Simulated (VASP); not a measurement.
# Sb (Pm-3m) in VASP: a series of runs

Sb is run at these levels: PBEsol; tasks: single point, relaxation of cell and atoms.

Everything below comes from runs of VASP 6.6.1. Logs are shortened: lines on timing, memory, paths and dates and some standing lists are left out, and cuts for length are marked.

## Step 1: The cell of the first run

The structure is cubic, space group Pm-3m (No. 221). Conventional cell: a = 3.060 Å, b = 3.060 Å, c = 3.060 Å, α = 90.00°, β = 90.00°, γ = 90.00°. Within 4.0 Å of Sb (site symmetry m-3m) lie 6 Sb at 3.06 Å.

## Step 2: Single point, PBEsol

Contents of INCAR:

```
SYSTEM = Sb
ALGO     = Normal         ! electronic algorithm
EDIFF    = 1E-7           ! SCF threshold, eV
ENCUT    = 520            ! plane-wave cutoff, eV
GGA      = PS             ! functional
ISIF     = 2              ! what is computed and relaxed
ISMEAR   = 1              ! smearing method
LASPH    = .TRUE.         ! aspherical terms in the spheres
LCHARG   = .FALSE.        ! write CHGCAR
LREAL    = .FALSE.        ! projectors in reciprocal space
LWAVE    = .FALSE.        ! write WAVECAR
NBANDS   = 8              ! bands
NELM     = 100            ! most SCF steps
PREC     = Accurate       ! precision mode
SIGMA    = 0.05           ! smearing width, eV
```

Contents of KPOINTS:

```
k-points
0
G
  15 15 15
  0 0 0
```

Contents of POSCAR:

```
Sb
1.0
    3.0599517915      0.0000000000      0.0000000000
    0.0000000000      3.0599517915      0.0000000000
    0.0000000000      0.0000000000      3.0599517915
Sb
1
Direct
    0.0000000000      0.0000000000      0.0000000000
```

Potentials or basis: VASP PAW PBE potentials, release 64 (Sb).

On the command line:

```bash
cat potpaw_PBE.64/Sb/POTCAR > POTCAR
mpirun -np 1 vasp_std > vasp.out
```

OUTCAR:

```text
SYSTEM = Sb
   EDIFF = 1E-7
   ENCUT = 520
   GGA = PS
   ISIF = 2
   ISMEAR = 1
   LASPH = .TRUE.
   LREAL = .FALSE.
   NELM = 100
   PREC = Accurate

 ion  position               nearest neighbor table
   1  0.000  0.000  0.000-

  LATTYP: Found a simple cubic cell.
 ALAT       =     3.0599517915

  Lattice vectors:

 A1 = (   3.0599517915,   0.0000000000,   0.0000000000)
 A2 = (   0.0000000000,   3.0599517915,   0.0000000000)
 A3 = (   0.0000000000,   0.0000000000,   3.0599517915)

Analysis of symmetry for initial positions (statically):
=====================================================================
 Subroutine PRICEL returns:
 Original cell was already a primitive cell.

 Routine SETGRP: Setting up the symmetry group for a
 simple cubic supercell.

 Subroutine GETGRP returns: Found 48 space group operations
 (whereof 48 operations were pure point group operations)
 out of a pool of 48 trial point group operations.

The static configuration has the point symmetry O_h .

Analysis of symmetry for dynamics (positions and initial velocities):
=====================================================================
 Subroutine PRICEL returns:
 Original cell was already a primitive cell.

 Routine SETGRP: Setting up the symmetry group for a
 simple cubic supercell.

 Subroutine GETGRP returns: Found 48 space group operations
 (whereof 48 operations were pure point group operations)
 out of a pool of 48 trial point group operations.

The dynamic configuration has the point symmetry O_h .

 Subroutine INISYM returns: Found 48 space group operations
 (whereof 48 operations are pure point group operations),
 and found     1 'primitive' translations

----------------------------------------------------------------------------------------

                                     Primitive cell

  volume of cell :      28.6513

  direct lattice vectors                    reciprocal lattice vectors
     3.059951792  0.000000000  0.000000000     0.326802534  0.000000000  0.000000000
     0.000000000  3.059951792  0.000000000     0.000000000  0.326802534  0.000000000
     0.000000000  0.000000000  3.059951792     0.000000000  0.000000000  0.326802534

  length of vectors
     3.059951792  3.059951792  3.059951792     0.326802534  0.326802534  0.326802534

[... 73 lines left out ...]
   LNONCOLLINEAR =      F non collinear calculations
   LSORBIT =      F    spin-orbit coupling
   LASPH  =      T    aspherical Exc in radial PAW
   ENCUT  =  520.0 eV  38.22 Ry    6.18 a.u.   5.69  5.69  5.69*2*pi/ulx,y,z
   NELM   =    100;   NELMIN=  2; NELMDL= -5     # of ELM steps
   EDIFF  = 0.1E-06   stopping-criterion for ELM
   LREAL  =      F    real-space projection
   EDIFFG = 0.1E-05   stopping-criterion for IOM
   NSW    =      0    number of steps for IOM
   IBRION =     -1    ionic relax: 0-MD 1-quasi-New 2-CG
   NFREE  =      0    steps in history (QN), initial steepest desc. (CG)
   ISIF   =      2    stress and relaxation
   ISYM   =      2    0-nonsym 1-usesym 2-fastsym
   POTIM  = 0.5000    time-step for ionic-motion
   TEBEG  =    0.0;   TEEND  =   0.0 temperature during run
   PSTRESS=    0.0 pullay stress
   NELECT =       5.0000    total number of electrons
   NUPDOWN=      -1.0000    fix difference up-down
   EMIN   =  10.00;   EMAX   =-10.00  energy-range for DOS
   EFERMI =   0.00;   METHOD = LEGACY
   ISMEAR =     1;   SIGMA  =   0.05  broadening in eV -4-tet -1-fermi 0-gaus
   EFERMI_NEDOS =   21; number of points for ismear=-14 and -15
   IALGO  =     38    algorithm
   IMIX   =      4    mixing-type and parameters
     AMIX     =   0.40;   BMIX     =  1.00
     AMIX_MAG =   1.60;   BMIX_MAG =  1.00
  volume/ion in A,a.u.               =      28.65       193.35
  Fermi-wavevector in a.u.,A,eV,Ry     =   0.914851  1.728817 11.387422  0.836952
  Thomas-Fermi vector in A             =   2.039525
   LORBIT       =      0    0 simple, 1 ext, 2 COOP (PROOUT), +10 PAW based schemes
   GGA     = PS    functional components
   LHFCALC =     F    Hartree Fock is set to
   AEXX    =    0.0000 exact exchange contribution
   IVDW    =     0    specifies the selected vdW correction
   LEPSILON=     F    determine dielectric tensor
   LRPA    =     F    only Hartree local field effects (RPA)
 non-spin polarized calculation
 Methfessel and Paxton  Order N= 1 SIGMA  =   0.05
  energy-cutoff  :      520.00
  volume of cell :       28.65
 maximum number of plane-waves:       792
 NGX is ok and might be reduce to    24
   NGX = 11   NGY = 11   NGZ = 11

 number of electron       4.9999999 magnetization

 Free energy of the ion-electron system (eV)
  ---------------------------------------------------
  ext. energy  EPLUGINS =         0.00000000
  ---------------------------------------------------
  free energy    TOTEN  =        -4.53106817 eV

  energy without entropy =       -4.53085709  energy(sigma->0) =       -4.53099781

 E-fermi :   7.5101     XC(G=0):  -9.9250

 val. band max:        7.5057401979   @ k =   0.4000   0.2667   0.2000
 cond. band min:       7.5398754184   @ k =   0.4667   0.2667   0.1333
 fundamental gap:      0.0341352205
 Fermi energy:         7.5100830169

 k-point     1 :       0.0000    0.0000    0.0000
  band No.  band energies     occupation
      1      -5.2170      2.00000
      2      10.8646      0.00000
      3      10.8646      0.00000
      4      10.8646      0.00000
      5      14.4936      0.00000
      6      14.4936      0.00000
      7      15.8889      0.00000
      8      25.4615      0.00000
[... 243 lines left out ...]
 k-point    24 :       0.3333    0.2000    0.0000
  band No.  band energies     occupation
      1      -3.0438      2.00000
      2       4.1464      2.00000
      3       8.1291     -0.00000
      4      12.8911      0.00000
      5      15.2192      0.00000
      6      16.9098      0.00000
      7      20.7394      0.00000
      8      20.8275      0.00000

 [... further k-points ...]
[... 5 lines left out ...]
  --------------------------------------------------------------------------------------
  -------------------------------------------------------------------------------------
  Total        0.0202818      0.0202818      0.0202818      0.0000000     -0.0000000      0.0000000
  in kB        1.1341576      1.1341576      1.1341576      0.0000000     -0.0000000      0.0000000
  external PRESSURE =       1.1341576 kB  Pullay stress =       0.0000000 kB

 VOLUME and BASIS-vectors are now :
 -----------------------------------------------------------------------------
  energy-cutoff  :      520.00
  volume of cell :       28.65
      direct lattice vectors                 reciprocal lattice vectors
     3.059951792  0.000000000  0.000000000     0.326802534  0.000000000  0.000000000
     0.000000000  3.059951792  0.000000000     0.000000000  0.326802534  0.000000000
     0.000000000  0.000000000  3.059951792     0.000000000  0.000000000  0.326802534

 POSITION                                       TOTAL-FORCE (eV/Angst)
 -----------------------------------------------------------------------------------
      0.00000      0.00000      0.00000         0.000000      0.000000      0.000000
 -----------------------------------------------------------------------------------
    total drift:                               -0.000000      0.000000      0.000000

  FREE ENERGIE OF THE ION-ELECTRON SYSTEM (eV)
  ---------------------------------------------------
  free  energy   TOTEN  =        -4.5310681709 eV

  energy  without entropy=       -4.5308570856  energy(sigma->0) =       -4.53099781
```

OSZICAR:

```text
N       E                     dE             d eps       ncg     rms          rms(c)
DAV:   1     0.479438235452E+01    0.47944E+01   -0.16373E+03  1944   0.405E+02
DAV:   2    -0.442628639958E+01   -0.92207E+01   -0.85381E+01  2752   0.522E+01
DAV:   3    -0.453307261164E+01   -0.10679E+00   -0.10617E+00  2304   0.642E+00
DAV:   4    -0.453351715835E+01   -0.44455E-03   -0.44454E-03  2920   0.495E-01
DAV:   5    -0.453351894042E+01   -0.17821E-05   -0.17827E-05  2424   0.201E-02    0.200E+00
DAV:   6    -0.453208568199E+01    0.14333E-02   -0.20702E-04  2872   0.113E-01    0.119E+00
DAV:   7    -0.453105610361E+01    0.10296E-02   -0.60632E-04  2192   0.178E-01    0.568E-02
DAV:   8    -0.453106737196E+01   -0.11268E-04   -0.18555E-05  2808   0.293E-02    0.460E-03
DAV:   9    -0.453106819156E+01   -0.81960E-06   -0.62885E-07  2536   0.534E-03    0.144E-03
DAV:  10    -0.453106817089E+01    0.20668E-07   -0.11259E-07  2368   0.193E-03
   1 F= -.45310682E+01 E0= -.45309978E+01  d E =-.211085E-03
```

Run time: 7.7 s. Hardware: 1 thread of Intel Xeon Platinum 8488C (Sapphire Rapids), shared host; peak memory 0.15 GiB.

What came out:

* Free energy: -4.5311 eV
* Pressure: 0.1 GPa

Levels at points of the mesh, in eV from the Fermi level:
```csv
k point,band 1,band 2,band 3,band 4,band 5
"(0.00, 0.00, 0.00)",-12.73,3.35,3.35,3.35,6.98
```

Caveat: the PAW data sets were made with another functional, which shifts forces and pressure a little; spin-orbit coupling is left out, which moves the levels of the heavy elements.

## Step 3: Relaxation of cell and atoms, PBEsol

This run uses another cell than the first one, of 31.55 Å³/atom, 1.101 times its volume.

Contents of INCAR:

```
SYSTEM = Sb
  PREC = Accurate
  ENCUT = 600
  EDIFF = 1E-6
  ISMEAR = 1
  SIGMA = 0.05
  LREAL = .False.
  LASPH = .True.
  NELM = 80
  ALGO = Normal
  ISIF = 3
  LWAVE = .False.
  LCHARG = .False.
  GGA = PS
  IBRION = 2
  NSW = 60
  EDIFFG = -0.01
```

Contents of KPOINTS:

```
Automatic mesh
0
Gamma
  15 15 15
  0 0 0
```

Contents of POSCAR:

```
Sb
1.0
    3.1600000000      0.0000000000      0.0000000000
    0.0000000000      3.1600000000      0.0000000000
    0.0000000000      0.0000000000      3.1600000000
Sb
1
Direct
    0.0000000000      0.0000000000      0.0000000000
```

Potentials or basis: VASP PAW PBE potentials, release 64 (Sb).

On the command line:

```bash
cat potpaw_PBE.64/Sb/POTCAR > POTCAR
mpirun -np 1 vasp_std > vasp.out
```

Run time: 28 s. Hardware: 1 thread of Intel Xeon Platinum 8488C (Sapphire Rapids), shared host; peak memory 0.18 GiB.

Results (log left out):

```
Free energy                            : -4.5312 eV
Relaxed volume                         : 28.69 Å³/atom
Relaxed cell                           : a = 3.061 Å, b = 3.061 Å, c = 3.061 Å, α = 90.00°, β = 90.00°, γ = 90.00°
Space group after relaxing (to 0.05 Å) : Pm-3m (No. 221)
Energy gained by relaxing              : 47.6 meV/atom
Ionic steps                            : 3
Pressure after relaxing                : 0.0 GPa
```

The path:
| step | energy change (eV) | largest force (eV/Å) | pressure (GPa) | volume (Å³) |
| --- | --- | --- | --- | --- |
| 1 | 0.0000 | 0.0000 | -4.87 | 31.55 |
| 2 | -0.0348 | 0.0000 | 3.26 | 27.37 |
| 3 | -0.0476 | 0.0000 | 0.04 | 28.69 |

Final structure:
```
CELL_PARAMETERS angstrom
3.06121 0.00000 0.00000
0.00000 3.06121 0.00000
0.00000 0.00000 3.06121
ATOMIC_POSITIONS crystal
Sb 0.00000 0.00000 0.00000
```

Levels at points of the mesh, in eV from the Fermi level:
| k point | band 1 | band 2 | band 3 | band 4 | band 5 |
| --- | --- | --- | --- | --- | --- |
| (0.00, 0.00, 0.00) | -12.72 | 3.35 | 3.35 | 3.35 | 6.98 |

Caveat: the PAW data sets were made with another functional, which shifts forces and pressure a little; spin-orbit coupling is left out, which moves the levels of the heavy elements.
